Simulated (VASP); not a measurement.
Wanted: the native input for a VASP 6.6.1 run.

```yaml
Task: single point
Functional: PBE
Potentials_or_basis: VASP PAW PBE potentials, release 64 (Zr_sv, B, Se)
Cutoff: 520 eV
k_mesh: 6 × 6 × 6
Occupations: gaussian, width 0.1 eV
Spin: no spin polarisation
Dipole_correction: no
Further_INCAR_settings: ALGO = Normal; EDIFF = 1e-06; NBANDS = 26
```

The structure of ZrB3Se2 lies in POSCAR:

```
ZrB3Se2
1.0
    3.2572124682      1.8805524953      2.8766321163
   -3.2572124682      1.8805524953      2.8766321163
    0.0000000000     -3.7611049906      2.8766321163
Zr B Se
1 3 2
Direct
    0.0000000000      0.0000000000      0.0000000000
    0.5000000000      0.5000000000      0.0000000000
    0.5000000000      0.0000000000      0.5000000000
    0.0000000000      0.5000000000      0.5000000000
    0.6881592279      0.6881592279      0.6881592279
    0.3118407721      0.3118407721      0.3118407721
```

These files were run (other wordings do the same):

INCAR

```
PREC = Accurate
ENCUT = 520
EDIFF = 1E-6
ISMEAR = 0
SIGMA = 0.1
LREAL = F
LASPH = T
NELM = 80
ALGO = Normal
ISIF = 2
LWAVE = F
LCHARG = F
GGA = PE
NBANDS = 26
```

KPOINTS

```
Automatic mesh
0
Gamma
  6 6 6
```

Potentials or basis: VASP PAW PBE potentials, release 64 (Zr_sv, B, Se).

The run is started by

```bash
$ cat potpaw_PBE.64/Zr_sv/POTCAR potpaw_PBE.64/B/POTCAR potpaw_PBE.64/Se/POTCAR > POTCAR
$ mpirun -np 1 vasp_std > vasp.out
```

It gave:

The pressure is 0.1 GPa.

Wall time 48 s on 1 thread of Intel(R) Xeon(R) Platinum 8488C (Sapphire Rapids), with other jobs on the host, peak memory 0.25 GiB.
